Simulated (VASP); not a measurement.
# PbS (Fm-3m) in VASP: notebook

PbS is run at these levels: LDA, PBE, PBEsol; tasks: single point.

All numbers are computed with VASP 6.6.1; they aren't measurements. Logs are shortened: lines on timing, memory, paths and dates and some standing lists are left out, and cuts for length are marked.

## 1. The cell of the first run

It takes space group Fm-3m (No. 225, cubic). The conventional cell has a = 6.121 Å, b = 6.121 Å, c = 6.121 Å, α = 90.00°, β = 90.00°, γ = 90.00°. Pb (site symmetry m-3m) has 6 S at 3.06 Å within 4.0 Å. S (site symmetry m-3m) has 6 Pb at 3.06 Å within 4.0 Å.

## 2. Single point, LDA

INCAR reads:

```
SYSTEM = PbS
PREC = Accurate
ENCUT = 520
EDIFF = 1E-6
ISMEAR = -1
SIGMA = 0.06
LREAL = .FALSE.
LASPH = .TRUE.
NELM = 100
ALGO = Normal
ISIF = 2
LWAVE = .FALSE.
LCHARG = .FALSE.
GGA = CA
NBANDS = 17
```

KPOINTS reads:

```
regular mesh
0
G
  8 8 8
  0 0 0
```

POSCAR reads:

```
PbS
1.0
    0.0000000000      3.0607105000      3.0607105000
    3.0607105000      0.0000000000      3.0607105000
    3.0607105000      3.0607105000      0.0000000000
Pb S
1 1
Direct
    0.0000000000      0.0000000000      0.0000000000
    0.5000000000      0.5000000000      0.5000000000
```

Potentials or basis: VASP PAW LDA potentials, release 64 (Pb_d, S).

On the command line:

```sh
$ cat potpaw_LDA.64/Pb_d/POTCAR potpaw_LDA.64/S/POTCAR > POTCAR
$ mpirun -np 1 vasp_std > vasp.out
```

OUTCAR:

```text
SYSTEM = PbS
   PREC = Accurate
   ENCUT = 520
   EDIFF = 1E-6
   ISMEAR = -1
   LREAL = .FALSE.
   LASPH = .TRUE.
   NELM = 100
   ISIF = 2
   GGA = CA

 ion  position               nearest neighbor table
   1  0.000  0.000  0.000-   2 3.06   2 3.06   2 3.06   2 3.06   2 3.06   2 3.06
   2  0.500  0.500  0.500-   1 3.06   1 3.06   1 3.06   1 3.06   1 3.06   1 3.06

  LATTYP: Found a face centered cubic cell.
 ALAT       =     6.1214210000

  Lattice vectors:

 A1 = (   0.0000000000,   3.0607105000,   3.0607105000)
 A2 = (   3.0607105000,   0.0000000000,   3.0607105000)
 A3 = (   3.0607105000,   3.0607105000,   0.0000000000)

Analysis of symmetry for initial positions (statically):
=====================================================================
 Subroutine PRICEL returns:
 Original cell was already a primitive cell.

 Routine SETGRP: Setting up the symmetry group for a
 face centered cubic supercell.

 Subroutine GETGRP returns: Found 48 space group operations
 (whereof 48 operations were pure point group operations)
 out of a pool of 48 trial point group operations.

The static configuration has the point symmetry O_h .

Analysis of symmetry for dynamics (positions and initial velocities):
=====================================================================
 Subroutine PRICEL returns:
 Original cell was already a primitive cell.

 Routine SETGRP: Setting up the symmetry group for a
 face centered cubic supercell.

 Subroutine GETGRP returns: Found 48 space group operations
 (whereof 48 operations were pure point group operations)
 out of a pool of 48 trial point group operations.

The dynamic configuration has the point symmetry O_h .

 Subroutine INISYM returns: Found 48 space group operations
 (whereof 48 operations are pure point group operations),
 and found     1 'primitive' translations

----------------------------------------------------------------------------------------

                                     Primitive cell

  volume of cell :      57.3452

  direct lattice vectors                    reciprocal lattice vectors
     0.000000000  3.060710500  3.060710500    -0.163360762  0.163360762  0.163360762
     3.060710500  0.000000000  3.060710500     0.163360762 -0.163360762  0.163360762
[... 75 lines left out ...]
 SYSTEM =  PbS
   PREC   = accura    normal or accurate (medium, high low for compatibility)
   ISTART =      0    job   : 0-new  1-cont  2-samecut
   ICHARG =      2    charge: 1-file 2-atom 10-const
   ISPIN  =      1    spin polarized calculation?
   LNONCOLLINEAR =      F non collinear calculations
   LSORBIT =      F    spin-orbit coupling
   LASPH  =      T    aspherical Exc in radial PAW
   ENCUT  =  520.0 eV  38.22 Ry    6.18 a.u.   8.05  8.05  8.05*2*pi/ulx,y,z
   NELM   =    100;   NELMIN=  2; NELMDL= -5     # of ELM steps
   EDIFF  = 0.1E-05   stopping-criterion for ELM
   LREAL  =      F    real-space projection
   EDIFFG = 0.1E-04   stopping-criterion for IOM
   NSW    =      0    number of steps for IOM
   IBRION =     -1    ionic relax: 0-MD 1-quasi-New 2-CG
   NFREE  =      0    steps in history (QN), initial steepest desc. (CG)
   ISIF   =      2    stress and relaxation
   ISYM   =      2    0-nonsym 1-usesym 2-fastsym
   POTIM  = 0.5000    time-step for ionic-motion
   TEBEG  =    0.0;   TEEND  =   0.0 temperature during run
   PSTRESS=    0.0 pullay stress
   NELECT =      20.0000    total number of electrons
   NUPDOWN=      -1.0000    fix difference up-down
   EMIN   =  10.00;   EMAX   =-10.00  energy-range for DOS
   EFERMI =   0.00;   METHOD = LEGACY
   ISMEAR =    -1;   SIGMA  =   0.06  broadening in eV -4-tet -1-fermi 0-gaus
   EFERMI_NEDOS =   21; number of points for ismear=-14 and -15
   IALGO  =     38    algorithm
   IMIX   =      4    mixing-type and parameters
     AMIX     =   0.40;   BMIX     =  1.00
     AMIX_MAG =   1.60;   BMIX_MAG =  1.00
  volume/ion in A,a.u.               =      28.67       193.49
  Fermi-wavevector in a.u.,A,eV,Ry     =   1.152354  2.177633 18.067445  1.327920
  Thomas-Fermi vector in A             =   2.289006
   LORBIT       =      0    0 simple, 1 ext, 2 COOP (PROOUT), +10 PAW based schemes
   GGA     = CA    functional components
   LHFCALC =     F    Hartree Fock is set to
   AEXX    =    0.0000 exact exchange contribution
   IVDW    =     0    specifies the selected vdW correction
   LEPSILON=     F    determine dielectric tensor
   LRPA    =     F    only Hartree local field effects (RPA)
 non-spin polarized calculation
  energy-cutoff  :      520.00
  volume of cell :       57.35
 maximum number of plane-waves:      1572
   NGX = 17   NGY = 17   NGZ = 17

 number of electron      20.0000000 magnetization

 Free energy of the ion-electron system (eV)
  ---------------------------------------------------
  ext. energy  EPLUGINS =         0.00000000
  ---------------------------------------------------
  free energy    TOTEN  =        -9.82995210 eV

  energy without entropy =       -9.82980307  energy(sigma->0) =       -9.82987758

 E-fermi :   4.5764     XC(G=0):  -9.6048

 val. band max:        4.3256996902   @ k =   0.5000   0.0000   0.0000
 cond. band min:       4.8266052591   @ k =   0.5000   0.0000   0.0000
 fundamental gap:      0.5009055690
 Fermi energy:         4.5764298053

 k-point     1 :       0.0000    0.0000    0.0000
  band No.  band energies     occupation
      1     -12.2400      2.00000
      2     -12.2400      2.00000
      3     -12.2400      2.00000
      4     -12.2285      2.00000
      5     -12.2285      2.00000
      6      -8.3646      2.00000
[... 457 lines left out ...]
      4     -12.2187      2.00000
      5     -12.2044      2.00000
      6      -7.1352      2.00000
[... 9 lines left out ...]
     16      15.2785      0.00000
     17      15.3131      0.00000

 [... further k-points ...]
[... 5 lines left out ...]
  --------------------------------------------------------------------------------------
  -------------------------------------------------------------------------------------
  Total       -2.3796332     -2.3796332     -2.3796332      0.0000000      0.0000000      0.0000000
  in kB      -66.4850251    -66.4850251    -66.4850251      0.0000000      0.0000000      0.0000000
  external PRESSURE =     -66.4850251 kB  Pullay stress =       0.0000000 kB

 VOLUME and BASIS-vectors are now :
 -----------------------------------------------------------------------------
  energy-cutoff  :      520.00
  volume of cell :       57.35
      direct lattice vectors                 reciprocal lattice vectors
     0.000000000  3.060710500  3.060710500    -0.163360762  0.163360762  0.163360762
     3.060710500  0.000000000  3.060710500     0.163360762 -0.163360762  0.163360762
     3.060710500  3.060710500  0.000000000     0.163360762  0.163360762 -0.163360762

 POSITION                                       TOTAL-FORCE (eV/Angst)
 -----------------------------------------------------------------------------------
      0.00000      0.00000      0.00000         0.000000     -0.000000     -0.000000
      3.06071      3.06071      3.06071        -0.000000      0.000000      0.000000
 -----------------------------------------------------------------------------------
    total drift:                                0.000000     -0.000000     -0.000000

  FREE ENERGIE OF THE ION-ELECTRON SYSTEM (eV)
  ---------------------------------------------------
  free  energy   TOTEN  =        -9.8299521013 eV

  energy  without entropy=       -9.8298030673  energy(sigma->0) =       -9.82987758
```

OSZICAR:

```text
N       E                     dE             d eps       ncg     rms          rms(c)
DAV:   1     0.159258351245E+03    0.15926E+03   -0.95563E+03   986   0.118E+03
DAV:   2     0.239496485324E+01   -0.15686E+03   -0.15062E+03  1046   0.312E+02
DAV:   3    -0.100543407454E+02   -0.12449E+02   -0.12365E+02  1270   0.920E+01
DAV:   4    -0.103545749311E+02   -0.30023E+00   -0.30003E+00  1274   0.163E+01
DAV:   5    -0.103663476685E+02   -0.11773E-01   -0.11772E-01  1461   0.310E+00    0.392E+00
DAV:   6    -0.984189603297E+01    0.52445E+00   -0.16709E+00  1507   0.785E+00    0.271E+00
DAV:   7    -0.983539279966E+01    0.65032E-02   -0.10966E-01  1188   0.160E+00    0.159E+00
DAV:   8    -0.983047585913E+01    0.49169E-02   -0.16168E-02  1197   0.111E+00    0.372E-01
DAV:   9    -0.982992121835E+01    0.55464E-03   -0.35634E-03  1369   0.388E-01    0.108E-01
DAV:  10    -0.982995889549E+01   -0.37677E-04   -0.21390E-04  1193   0.830E-02    0.911E-02
DAV:  11    -0.982995218223E+01    0.67133E-05   -0.18290E-05  1282   0.403E-02    0.600E-03
DAV:  12    -0.982995210127E+01    0.80962E-07   -0.83848E-07   826   0.110E-02
   1 F= -.98299521E+01 E0= -.98298776E+01  d E =-.149034E-03
```

Wall time 13 s (1 thread of Intel Xeon Platinum 8488C (Sapphire Rapids), shared host); peak memory 0.16 GiB.

Results:

| Quantity | Value |
| --- | --- |
| Free energy | -9.8300 eV |
| Pressure | -6.6 GPa |
| Band gap on the k mesh | 0.50 eV, direct |

Levels at points of the mesh, in eV from the valence-band top:
```tsv
k point	band 8	band 9	band 10	band 11	band 12	band 13
(0.00, 0.00, 0.00)	-1.64	-1.64	-1.64	4.87	4.87	4.87
(0.50, 0.00, 0.00)	-1.30	-1.30	0.00	0.50	2.09	2.09
(0.50, 0.50, 0.00)	-4.41	-2.80	-2.80	4.19	5.22	5.28
```

Caveat: spin-orbit coupling is left out, which moves the levels of the heavy elements.

## 3. Single point, PBE

INCAR reads:

```
PREC = Accurate
ENCUT = 520
EDIFF = 1E-7
ISMEAR = -1
SIGMA = 0.06
LREAL = False
LASPH = True
NELM = 60
ALGO = Normal
ISIF = 2
LWAVE = False
LCHARG = False
GGA = PE
NBANDS = 17
```

KPOINTS reads:

```
Automatic mesh
0
Gamma
  8 8 8
```

POSCAR is that of step 2.

Potentials or basis: VASP PAW PBE potentials, release 64 (Pb_d, S).

On the command line:

```sh
$ cat potpaw_PBE.64/Pb_d/POTCAR potpaw_PBE.64/S/POTCAR > POTCAR
$ mpirun -np 1 vasp_std > vasp.out
```

Wall time 20 s (1 thread of Intel Xeon Platinum 8488C (Sapphire Rapids), shared host); peak memory 0.18 GiB.

Results (log left out):

```
Free energy            : -8.7433 eV
Pressure               : -2.7 GPa
Band gap on the k mesh : 0.66 eV, direct
```

Levels at points of the mesh, in eV from the valence-band top:
```csv
k point,band 6,band 7,band 8,band 9,band 10,band 11,band 12,band 13,band 14,band 15
"(0.00, 0.00, 0.00)",-12.71,-6.12,-1.64,-1.64,-1.64,5.01,5.01,5.01,7.03,7.03
"(0.50, 0.00, 0.00)",-11.69,-8.27,-1.32,-1.32,0.00,0.66,2.22,2.22,8.62,10.34
"(0.50, 0.50, 0.00)",-11.40,-7.01,-4.34,-2.77,-2.77,4.34,5.34,5.41,5.41,11.17
```

Caveat: spin-orbit coupling is left out, which moves the levels of the heavy elements.

## 4. Single point, PBEsol

INCAR reads:

```
SYSTEM = PbS
  PREC = Accurate
  ENCUT = 520
  EDIFF = 1E-6
  ISMEAR = -1
  SIGMA = 0.06
  LREAL = .False.
  LASPH = .True.
  NELM = 80
  ALGO = Normal
  ISIF = 2
  LWAVE = .False.
  LCHARG = .False.
  GGA = PS
  NBANDS = 17
```

KPOINTS reads:

```
regular mesh
0
Gamma
  8 8 8
  0 0 0
```

POSCAR is that of step 3.

On the command line:

```sh
$ cat potpaw_PBE.64/Pb_d/POTCAR potpaw_PBE.64/S/POTCAR > POTCAR
$ mpirun -np 1 vasp_std > vasp.out
```

Wall time 15 s (1 thread of Intel Xeon Platinum 8488C (Sapphire Rapids), shared host); peak memory 0.18 GiB.

Results (log left out):

* Free energy: -9.3530 eV
* Pressure: -5.2 GPa
* Band gap on the k mesh: 0.56 eV, direct

Levels at points of the mesh, in eV from the valence-band top:
```csv
k point,band 6,band 7,band 8,band 9,band 10,band 11,band 12,band 13,band 14,band 15
"(0.00, 0.00, 0.00)",-12.72,-6.14,-1.64,-1.64,-1.64,4.96,4.96,4.96,6.94,6.94
"(0.50, 0.00, 0.00)",-11.67,-8.31,-1.31,-1.31,0.00,0.56,2.16,2.16,8.45,10.30
"(0.50, 0.50, 0.00)",-11.37,-7.04,-4.39,-2.79,-2.79,4.19,5.29,5.37,5.37,11.17
```

Caveat: the PAW data sets were made with another functional, which shifts forces and pressure a little; spin-orbit coupling is left out, which moves the levels of the heavy elements.

## 5. The runs side by side

| level | potentials or basis | gap on the mesh (eV) | pressure (GPa) |
| --- | --- | --- | --- |
| LDA | VASP PAW LDA potentials, release 64 (Pb_d, S) | 0.50 | -6.6 |
| PBE | VASP PAW PBE potentials, release 64 (Pb_d, S) | 0.66 | -2.7 |
| PBEsol | VASP PAW PBE potentials, release 64 (Pb_d, S) | 0.56 | -5.2 |

Alike in all rows: task single point; no spin polarisation; cell as given; k mesh 8 × 8 × 8; cutoff (eV) 520; smearing fermi-dirac 0.06 eV.

Caveats: spin-orbit coupling is left out, which moves the levels of the heavy elements; the PAW data sets were made with another functional, which shifts forces and pressure a little (some runs).

Total energies depend on the potentials used, so only differences within one code and one set of settings carry meaning.
